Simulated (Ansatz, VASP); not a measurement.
# One calculation of C, two programs

INCAR

```
PREC = Accurate
ENCUT = 520
EDIFF = 1E-6
ISMEAR = 0
SIGMA = 0.15
LREAL = F
LASPH = T
NELM = 100
ALGO = Normal
ISIF = 2
LWAVE = F
LCHARG = T
GGA = PS
LELF = T
LVHAR = T
NBANDS = 16
```

Contents of KPOINTS:

```
regular mesh
0
Gamma
  21 21 6
```

POSCAR

```
C
1.0
    1.2072039048     -2.0905186892      0.0000000000
    1.2072039048      2.0905186892      0.0000000000
    0.0000000000      0.0000000000      7.2441764246
C
4
Direct
    0.0833216498      0.9166783502      0.7498439858
    0.5833216498      0.4166783502      0.2501560142
    0.9166783502      0.0833216498      0.2501560142
    0.4166783502      0.5833216498      0.7498439858
```

Input for Ansatz:

```yaml
crystal:
  lattice:
    - [1.2072039048, -2.0905186892, 0.0]
    - [1.2072039048, 2.0905186892, 0.0]
    - [0.0, 0.0, 7.2441764246]
  atoms:
    - { symbol: C, position: [0.0833216498, 0.9166783502, 0.7498439858] }
    - { symbol: C, position: [0.5833216498, 0.4166783502, 0.2501560142] }
    - { symbol: C, position: [0.9166783502, 0.0833216498, 0.2501560142] }
    - { symbol: C, position: [0.4166783502, 0.5833216498, 0.7498439858] }
basis:
  ecutwfc: 520.0
kpoints:
  mp_grid: { grid: [21, 21, 6] }
hamiltonian:
  xc: pbesol
  pseudopotentials: { kind: paw, azcp: { folder: soft_1 } }
scf:
  occupations: { method: gaussian, width: 0.15 }
output:
  forces: true
  stress: true
  eigenvalues: true
```

Change from the starting cell: volume 9.141 Å^3 an atom, stretch along a over the lengths across it, relative to the relaxed cell 1.0000.

Alike in both runs: task single point; functional PBEsol; k mesh 21 × 21 × 6; occupations gaussian, width 0.15 eV; no spin polarisation.

|  | VASP | Ansatz |
| --- | --- | --- |
| version | VASP 6.6.1 | Ansatz 0.2.0 |
| potentials or method | VASP PAW PBE potentials, release 64 (C), cutoff 520 eV | scalar-relativistic, plane waves, PAW |
| valence electrons in the cell | 16 | 16 |

|  | VASP | Ansatz | Ansatz less VASP |
| --- | --- | --- | --- |
| gap on the k mesh at the Fermi level (eV) | none | none | - |
| pressure (GPa) | 16.2 | 15.4 | -0.72 |
| traceless stress, the component that is largest in VASP (GPa) | -16.12 | -15.32 | +0.795 |

VASP's potentials were made for PBE, not for PBEsol, and Ansatz warns of the same on its side. A gap of «none» marks a metal or a gap that the smearing closes. With one functional, cell and mesh, what is left measures potentials, basis and numerics.
